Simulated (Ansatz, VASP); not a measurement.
**BaTiO3: VASP beside Ansatz**

INCAR

```
SYSTEM = BaTiO3
PREC = Accurate
ENCUT = 520
EDIFF = 1E-6
ISMEAR = 0
SIGMA = 0.05
LREAL = .FALSE.
LASPH = .TRUE.
NELM = 80
ALGO = Normal
ISIF = 2
LWAVE = .FALSE.
LCHARG = .FALSE.
GGA = PE
NBANDS = 28
```

The input KPOINTS:

```
regular mesh
0
G
  8 8 6
  0 0 0
```

POSCAR

```
BaTiO3
1.0
    3.8657930515      0.0000000000      0.0000000000
    0.0000000000      3.8657930515      0.0000000000
    0.0000000000      0.0000000000      4.2648343547
Ba Ti O
1 1 3
Direct
    0.0000000000      0.0000000000      0.9863187693
    0.5000000000      0.5000000000      0.4690806688
    0.5000000000      0.5000000000      0.0378497747
    0.5000000000      0.0000000000      0.5173753936
    0.0000000000      0.5000000000      0.5173753936
```

Input for Ansatz:

```yaml
crystal:
  lattice:
    - [3.8657930515, 0.0, 0.0]
    - [0.0, 3.8657930515, 0.0]
    - [0.0, 0.0, 4.2648343547]
  atoms:
    - { symbol: Ba, position: [0.0, 0.0, 0.9863187693] }
    - { symbol: Ti, position: [0.5, 0.5, 0.4690806688] }
    - { symbol: O, position: [0.5, 0.5, 0.0378497747] }
    - { symbol: O, position: [0.5, 0.0, 0.5173753936] }
    - { symbol: O, position: [0.0, 0.5, 0.5173753936] }
basis:
  ecutwfc: 420
kpoints:
  mp_grid: { grid: [8, 8, 6] }
hamiltonian:
  xc: pbe
scf:
  occupations: { method: gaussian, width: 0.05 }
output:
  forces: true
  stress: true
  eigenvalues: true
```

Change from the starting cell: strain -0.030 along x and y, +0.015 along z, atoms carried along.

Alike in both runs: task single point; functional PBE; k mesh 8 × 8 × 6; occupations gaussian, width 0.05 eV; no spin polarisation.

```csv
,VASP,Ansatz
version,VASP 6.6.1,Ansatz 0.2.0
potentials or method,"VASP PAW PBE potentials, release 64 (Ba_sv, Ti_sv, O), cutoff 520 eV","scalar-relativistic, plane waves, PAW"
valence electrons in the cell,40,40
```

|  | VASP | Ansatz | Ansatz less VASP |
| --- | --- | --- | --- |
| gap on the k mesh at the Fermi level (eV) | 1.86 | 1.91 | +0.052 |
| least direct gap on the mesh (eV) | 2.51 | 2.54 | +0.030 |
| pressure (GPa) | 10.4 | 8.6 | -1.89 |
| traceless stress, the component that is largest in VASP (GPa) | -6.44 | -6.24 | +0.201 |
| rms of the force components (eV/Å) | 0.086 | 0.105 | +0.0191 |

Atom by atom the forces differ by 0.024 eV/Å (rms over components).

Neither program's run includes spin-orbit coupling.
